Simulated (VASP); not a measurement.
# H in VASP: further runs

The runs below take H through density of states, with PBE.

Program: VASP 6.6.1. These are calculated values, not measurements. Logs are shortened: lines on timing, memory, paths and dates and some standing lists are left out, and cuts for length are marked.

**1. The cell of the first run**

The cell holds an amorphous packing of atoms, 10 atoms: a = 5.104 Å, b = 5.949 Å, c = 5.522 Å, α = 98.51°, β = 87.55°, γ = 97.48°.

**2. Density of states, PBE**

File POSCAR:

```
H
1.0
    5.0901970000     -0.3532570000      0.1046020000
   -0.3560410000      5.9213260000     -0.4527520000
    0.0964090000     -0.3938960000      5.5074810000
H
10
Direct
    0.7637199637      0.7239134623      0.3749884485
    0.3805583100      0.1245572064      0.4846450555
    0.3946912151      0.7809166390      0.9021050221
    0.9954150543      0.4126970257      0.7695490523
    0.5025022643      0.8302398163      0.9901116362
    0.0334371358      0.1382125542      0.1159262318
    0.4738573959      0.1406669176      0.5892471565
    0.8833125978      0.6835458723      0.3070079442
    0.9642203599      0.2134827863      0.2120783472
    0.9132757829      0.4950119074      0.7282800679
```

File INCAR.step1:

```
PREC = Accurate ; ENCUT = 520
EDIFF = 1E-6 ; ISMEAR = 0
SIGMA = 0.02 ; LREAL = False
LASPH = True ; NELM = 60
ALGO = Normal ; ISIF = 2
LWAVE = False ; LCHARG = True
GGA = PE ; NBANDS = 16
```

File KPOINTS.step1:

```
regular mesh
0
Gamma
  4 3 4
```

File INCAR.step2:

```
PREC = Accurate ; ENCUT = 520
EDIFF = 1E-6 ; ISMEAR = -5
SIGMA = 0.02 ; LREAL = False
LASPH = True ; NELM = 60
ALGO = Normal ; ISIF = 2
LWAVE = False ; LCHARG = False
GGA = PE ; LORBIT = 11
NBANDS = 16 ; NEDOS = 2001
ICHARG = 11
```

File KPOINTS.step2:

```
regular mesh
0
Gamma
  6 5 6
```

Potentials or basis: VASP PAW PBE potentials, release 64 (H).

Started as:

```sh
cat potpaw_PBE.64/H/POTCAR > POTCAR
cp INCAR.step1 INCAR
cp KPOINTS.step1 KPOINTS
mpirun -np 1 vasp_std > vasp.out
cp INCAR.step2 INCAR
cp KPOINTS.step2 KPOINTS
mpirun -np 1 vasp_std > vasp.out
```

OUTCAR:

```text
PREC = Accurate
   ENCUT = 520
   EDIFF = 1E-6
   ISMEAR = -5
   LREAL = False
   LASPH = True
   NELM = 60
   ISIF = 2
   GGA = PE
   LORBIT = 11
   ICHARG = 11

 ion  position               nearest neighbor table
   1  0.764  0.724  0.375-   8 0.75
   2  0.381  0.125  0.485-   7 0.75
   3  0.395  0.781  0.902-   5 0.75
   4  0.995  0.413  0.770-  10 0.75
   5  0.503  0.830  0.990-   3 0.75
   6  0.033  0.138  0.116-   9 0.75
   7  0.474  0.141  0.589-   2 0.75
   8  0.883  0.684  0.307-   1 0.75
   9  0.964  0.213  0.212-   6 0.75
  10  0.913  0.495  0.728-   4 0.75

  LATTYP: Found a triclinic cell.
 ALAT       =     5.5223903990
 B/A-ratio  =     1.5745835957
 C/A-ratio  =     1.5861406123
 COS(alpha) =     0.0034182257
 COS(beta)  =     0.5549166233
 COS(gamma) =     0.7363017884

  Lattice vectors:

 A1 = (   0.0964090000,  -0.3938960000,   5.5074810000)
 A2 = (   0.4524500000,  -6.3152220000,   5.9602330000)
 A3 = (   4.8305650000,   5.1741730000,   5.1593310000)

Analysis of symmetry for initial positions (statically):
=====================================================================
 Subroutine PRICEL returns:
 Original cell was already a primitive cell.

 Routine SETGRP: Setting up the symmetry group for a
 triclinic supercell.

 Subroutine GETGRP returns: Found  1 space group operations
 (whereof  1 operations were pure point group operations)
 out of a pool of  2 trial point group operations.

The static configuration has the point symmetry C_1 .

Analysis of symmetry for dynamics (positions and initial velocities):
=====================================================================
 Subroutine PRICEL returns:
 Original cell was already a primitive cell.

 Routine SETGRP: Setting up the symmetry group for a
 triclinic supercell.

 Subroutine GETGRP returns: Found  1 space group operations
 (whereof  1 operations were pure point group operations)
 out of a pool of  2 trial point group operations.

The dynamic configuration has the point symmetry C_1 .

 Subroutine INISYM returns: Found  1 space group operations
 (whereof  1 operations are pure point group operations),
 and found     1 'primitive' translations

----------------------------------------------------------------------------------------

                                     Primitive cell

  volume of cell :     164.3693

  direct lattice vectors                    reciprocal lattice vectors
     5.090197000 -0.353257000  0.104602000     0.197319379  0.011664218 -0.002619868
    -0.356041000  5.921326000 -0.452752000     0.011585823  0.170494577  0.011990991
     0.096409000 -0.393896000  5.507481000    -0.002795198  0.013794266  0.182606711

  length of vectors
     5.103512279  5.949273163  5.522390399     0.197681195  0.171307957  0.183148316

  position of ions in fractional coordinates (direct lattice)
     0.763719964  0.723913462  0.374988448
     0.380558310  0.124557206  0.484645056
     0.394691215  0.780916639  0.902105022
     0.995415054  0.412697026  0.769549052
     0.502502264  0.830239816  0.990111636
     0.033437136  0.138212554  0.115926232
     0.473857396  0.140666918  0.589247157
     0.883312598  0.683545872  0.307007944
     0.964220360  0.213482786  0.212078347
     0.913275783  0.495011907  0.728280068

  ion indices of the primitive-cell ions
   primitive index   ion index
                 1           1
                 2           2
                 3           3
                 4           4
                 5           5
                 6           6
                 7           7
                 8           8
                 9           9
                10          10

----------------------------------------------------------------------------------------

 KPOINTS: regular mesh

Automatic generation of k-mesh.
 Grid dimensions read from file:
 generate k-points for:    6    5    6

 Generating k-lattice:

  Cartesian coordinates                     Fractional coordinates (reciprocal lattice)
     0.032886563  0.001944036 -0.000436645     0.166666667 -0.000000000  0.000000000
     0.002317165  0.034098915  0.002398198     0.000000000  0.200000000  0.000000000
    -0.000465866  0.002299044  0.030434452     0.000000000  0.000000000  0.166666667

  Length of vectors
     0.032946866  0.034261591  0.030524719

  Shift w.r.t. Gamma in fractional coordinates (k-lattice)
     0.000000000  0.000000000  0.000000000

 TETIRR: Found    540 inequivalent tetrahedra from     1080

 Subroutine IBZKPT returns following result:
 ===========================================

 Found     92 irreducible k-points:

 Following reciprocal coordinates:
            Coordinates               Weight
  0.000000  0.000000  0.000000      1.000000
  0.166667 -0.000000 -0.000000      2.000000
  0.333333 -0.000000 -0.000000      2.000000
  0.500000 -0.000000 -0.000000      1.000000
  0.000000  0.200000  0.000000      2.000000
  0.166667  0.200000  0.000000      2.000000
[... 16 lines left out ...]
 -0.000000  0.200000  0.166667      2.000000
  0.166667  0.200000  0.166667      2.000000
 [... further k-points ...]
   k-points           NKPTS =     92   k-points in BZ     NKDIM =     92   number of bands    NBANDS=     16
   number of dos      NEDOS =   2001   number of ions     NIONS =     10
   total plane-waves  NPLWV =  80640
   dimension x,y,z NGX =    40 NGY =   48 NGZ =   42
   dimension x,y,z NGXF=    80 NGYF=   96 NGZF=   84
   ions per type =              10
   NGX,Y,Z   is equivalent  to a cutoff of  13.03, 13.41, 12.64 a.u.
   NGXF,Y,Z  is equivalent  to a cutoff of  26.06, 26.83, 25.29 a.u.
 SYSTEM =  unknown system
   PREC   = accura    normal or accurate (medium, high low for compatibility)
   ISTART =      0    job   : 0-new  1-cont  2-samecut
   ICHARG =     11    charge: 1-file 2-atom 10-const
   ISPIN  =      1    spin polarized calculation?
   LNONCOLLINEAR =      F non collinear calculations
   LSORBIT =      F    spin-orbit coupling
   LASPH  =      T    aspherical Exc in radial PAW
   ENCUT  =  520.0 eV  38.22 Ry    6.18 a.u.   9.49 11.06 10.27*2*pi/ulx,y,z
   NELM   =     60;   NELMIN=  2; NELMDL=  0     # of ELM steps
   EDIFF  = 0.1E-05   stopping-criterion for ELM
   LREAL  =      F    real-space projection
   EDIFFG = 0.1E-04   stopping-criterion for IOM
   NSW    =      0    number of steps for IOM
   IBRION =     -1    ionic relax: 0-MD 1-quasi-New 2-CG
   NFREE  =      0    steps in history (QN), initial steepest desc. (CG)
   ISIF   =      2    stress and relaxation
   ISYM   =      2    0-nonsym 1-usesym 2-fastsym
   POTIM  = 0.5000    time-step for ionic-motion
   TEBEG  =    0.0;   TEEND  =   0.0 temperature during run
   PSTRESS=    0.0 pullay stress
   NELECT =      10.0000    total number of electrons
   NUPDOWN=      -1.0000    fix difference up-down
   EMIN   =  10.00;   EMAX   =-10.00  energy-range for DOS
   EFERMI =   0.00;   METHOD = LEGACY
   ISMEAR =    -5;   SIGMA  =   0.02  broadening in eV -4-tet -1-fermi 0-gaus
   EFERMI_NEDOS =   21; number of points for ismear=-14 and -15
   IALGO  =     38    algorithm
   IMIX   =      4    mixing-type and parameters
     AMIX     =   0.40;   BMIX     =  1.00
     AMIX_MAG =   1.60;   BMIX_MAG =  1.00
  volume/ion in A,a.u.               =      16.44       110.92
  Fermi-wavevector in a.u.,A,eV,Ry     =   0.643875  1.216746  5.640627  0.414574
  Thomas-Fermi vector in A             =   1.711018
   LORBIT       =     11    0 simple, 1 ext, 2 COOP (PROOUT), +10 PAW based schemes
   GGA     = PE    functional components
   LHFCALC =     F    Hartree Fock is set to
   AEXX    =    0.0000 exact exchange contribution
   IVDW    =     0    specifies the selected vdW correction
   LEPSILON=     F    determine dielectric tensor
   LRPA    =     F    only Hartree local field effects (RPA)
 non-spin polarized calculation
 Fermi weights with tetrahedron method with Bloechl corrections
  energy-cutoff  :      520.00
  volume of cell :      164.37
 maximum number of plane-waves:      4446
 NGX is ok and might be reduce to    40

 number of electron      10.0000000 magnetization

 Free energy of the ion-electron system (eV)
  ---------------------------------------------------
  ext. energy  EPLUGINS =         0.00000000
  ---------------------------------------------------
  free energy    TOTEN  =       -33.93226576 eV

  energy without entropy =      -33.93226576  energy(sigma->0) =      -33.93226576

 E-fermi :  -8.8214     XC(G=0):  -4.5042

 val. band max:       -8.8230303226   @ k =  -0.0000   0.4000   0.5000
 cond. band min:       0.0967714563   @ k =   0.5000   0.4000   0.5000
 fundamental gap:      8.9198017789
 Fermi energy:        -8.8214465340

 k-point     1 :       0.0000    0.0000    0.0000
  band No.  band energies     occupation
      1     -10.3417      2.00000
      2      -9.2508      2.00000
      3      -9.1877      2.00000
      4      -9.0852      2.00000
      5      -9.0266      2.00000
      6       1.4504      0.00000
[... 8 lines left out ...]
     15       5.3669      0.00000
     16       5.8413      0.00000
[... 419 lines left out ...]
 k-point    24 :       0.1667    0.2000    0.1667
  band No.  band energies     occupation
      1     -10.1313      2.00000
      2      -9.4739      2.00000
      3      -9.2751      2.00000
      4      -9.1582      2.00000
      5      -8.8778      2.00000
      6       1.0431      0.00000
[... 8 lines left out ...]
     15       5.1494      0.00000
     16       5.7889      0.00000

 [... further k-points ...]
[... 5 lines left out ...]
  --------------------------------------------------------------------------------------
  -------------------------------------------------------------------------------------
  Total       -0.1144970     -0.0289894     -0.0387881     -0.0164976     -0.0919752      0.0454225
  in kB       -1.1160509     -0.2825721     -0.3780839     -0.1608092     -0.8965211      0.4427525
  external PRESSURE =      -0.5922356 kB  Pullay stress =       0.0000000 kB

 VOLUME and BASIS-vectors are now :
 -----------------------------------------------------------------------------
  energy-cutoff  :      520.00
  volume of cell :      164.37
      direct lattice vectors                 reciprocal lattice vectors
     5.090197000 -0.353257000  0.104602000     0.197319379  0.011664218 -0.002619868
    -0.356041000  5.921326000 -0.452752000     0.011585823  0.170494577  0.011990991
     0.096409000 -0.393896000  5.507481000    -0.002795198  0.013794266  0.182606711

 POSITION                                       TOTAL-FORCE (eV/Angst)
 -----------------------------------------------------------------------------------
      3.66589      3.86903      1.81738         0.008609     -0.002985     -0.003135
      1.93949      0.41221      2.65259         0.024903      0.002975      0.033927
      1.81799      4.12930      4.65605         0.008883      0.004746      0.008084
      4.99411      1.78895      4.15555         0.006808     -0.005657      0.008716
      2.35769      4.34861      5.12969        -0.009571     -0.004288     -0.009860
      0.13217      0.76093      0.57938         0.010691     -0.008665     -0.008441
      2.41875      0.43344      3.23115        -0.023055     -0.003372     -0.033075
      4.28246      3.61453      1.47376        -0.011235      0.002009      0.004303
      4.85251      0.83995      1.17222        -0.009253      0.008319      0.006548
      4.54272      2.32164      3.88240        -0.006780      0.006917     -0.007066
 -----------------------------------------------------------------------------------
    total drift:                               -0.000168      0.000005     -0.000199

  FREE ENERGIE OF THE ION-ELECTRON SYSTEM (eV)
  ---------------------------------------------------
  free  energy   TOTEN  =       -33.9322657602 eV

  energy  without entropy=      -33.9322657602  energy(sigma->0) =      -33.93226576

 total charge

# of ion       s       p       d       tot
------------------------------------------
    1        0.608   0.028   0.000   0.636
    2        0.606   0.028   0.000   0.635
    3        0.607   0.028   0.000   0.636
    4        0.608   0.029   0.000   0.637
    5        0.607   0.028   0.000   0.635
    6        0.609   0.028   0.000   0.637
    7        0.607   0.028   0.000   0.635
    8        0.607   0.028   0.000   0.636
    9        0.607   0.029   0.000   0.636
   10        0.608   0.029   0.000   0.637
--------------------------------------------------
tot          6.073   0.285   0.000   6.358
```

Run time: 84 s. Hardware: 1 thread of Intel Xeon 6975P-C (Granite Rapids), shared host; peak memory 0.33 GiB.

What came out:

```
Valence electrons inside the program's atomic spheres : H 0.64
```

**3. Density of states, PBE**

This run uses another cell than the first one, of 17.56 Å³/atom, 1.068 times its volume.

File POSCAR:

```
H
1.0
    5.5129500000     -0.8048930000     -0.2103420000
   -0.7979570000      5.7096610000      0.2232630000
   -0.2010060000      0.2231420000      5.7075970000
H
10
Direct
    0.9644231829      0.7300990813      0.6045735476
    0.5998321211      0.9757763518      0.7278872171
    0.3359331093      0.3588426480      0.5178581989
    0.1634156260      0.9922706911      0.1816633423
    0.1834113710      0.0331311180      0.0546969430
    0.8186204039      0.4837975452      0.0879406374
    0.7129440103      0.3815304701      0.1326153814
    0.4304432812      0.3863320239      0.6200446109
    0.6465536395      0.9152717524      0.8362346258
    0.0782032947      0.6840865908      0.6220840587
```

File INCAR.step1:

```
PREC     = Accurate       # precision mode
ENCUT    = 520            # plane-wave cutoff, eV
EDIFF    = 1E-6           # SCF threshold, eV
ISMEAR   = 0              # smearing method
SIGMA    = 0.02           # smearing width, eV
LREAL    = F              # projectors in reciprocal space
LASPH    = T              # aspherical terms in the spheres
NELM     = 60             # most SCF steps
ALGO     = Normal         # electronic algorithm
ISIF     = 2              # what is computed and relaxed
LWAVE    = F              # write WAVECAR
LCHARG   = T              # write CHGCAR
GGA      = PE             # functional
NBANDS   = 16             # bands
```

File KPOINTS.step1:

```
regular mesh
0
Gamma
  4 4 4
```

File INCAR.step2:

```
PREC     = Accurate       # precision mode
ENCUT    = 520            # plane-wave cutoff, eV
EDIFF    = 1E-6           # SCF threshold, eV
ISMEAR   = -5             # smearing method
SIGMA    = 0.02           # smearing width, eV
LREAL    = F              # projectors in reciprocal space
LASPH    = T              # aspherical terms in the spheres
NELM     = 60             # most SCF steps
ALGO     = Normal         # electronic algorithm
ISIF     = 2              # what is computed and relaxed
LWAVE    = F              # write WAVECAR
LCHARG   = F              # write CHGCAR
GGA      = PE             # functional
LORBIT   = 11             # projections on sites
NEDOS    = 2001           # points of the DOS
ICHARG   = 11             # starting density
```

File KPOINTS.step2:

```
regular mesh
0
Gamma
  6 6 6
```

Potentials or basis: VASP PAW PBE potentials, release 64 (H).

Started as:

```sh
cat potpaw_PBE.64/H/POTCAR > POTCAR
cp INCAR.step1 INCAR
cp KPOINTS.step1 KPOINTS
mpirun -np 1 vasp_std > vasp.out
cp INCAR.step2 INCAR
cp KPOINTS.step2 KPOINTS
mpirun -np 1 vasp_std > vasp.out
```

Wall time 4.8 min (1 thread of Oxide Virtual Turin-like, shared host); peak memory 0.32 GiB.

It converged, with:

| Item | Value |
| --- | --- |
| Valence electrons inside the program's atomic spheres | H 0.64, 0.63 |

Levels at points of the mesh, in eV from the valence-band top:
| k point | band 2 | band 3 | band 4 | band 5 | band 6 | band 7 | band 8 | band 9 |
| --- | --- | --- | --- | --- | --- | --- | --- | --- |
| (0.00, 0.00, 0.00) | -0.30 | -0.23 | -0.18 | -0.13 | 9.81 | 10.39 | 10.72 | 11.21 |
| (0.50, 0.00, 0.00) | -0.81 | -0.24 | -0.18 | -0.10 | 9.96 | 10.26 | 10.52 | 10.71 |
| (0.00, 0.50, 0.00) | -0.81 | -0.26 | -0.19 | 0.00 | 9.86 | 10.25 | 10.47 | 10.82 |
| (0.50, 0.50, 0.00) | -0.54 | -0.43 | -0.28 | -0.09 | 9.68 | 10.16 | 10.29 | 10.65 |
| (0.00, 0.00, 0.50) | -0.74 | -0.20 | -0.16 | -0.07 | 9.82 | 10.38 | 10.66 | 10.80 |
| (0.50, 0.00, 0.50) | -0.55 | -0.45 | -0.34 | -0.14 | 9.53 | 9.98 | 10.20 | 10.67 |
| (0.00, 0.50, 0.50) | -0.59 | -0.49 | -0.36 | -0.01 | 9.26 | 10.14 | 10.53 | 10.81 |
| (0.50, 0.50, 0.50) | -0.52 | -0.44 | -0.42 | -0.25 | 9.25 | 9.47 | 9.72 | 10.70 |
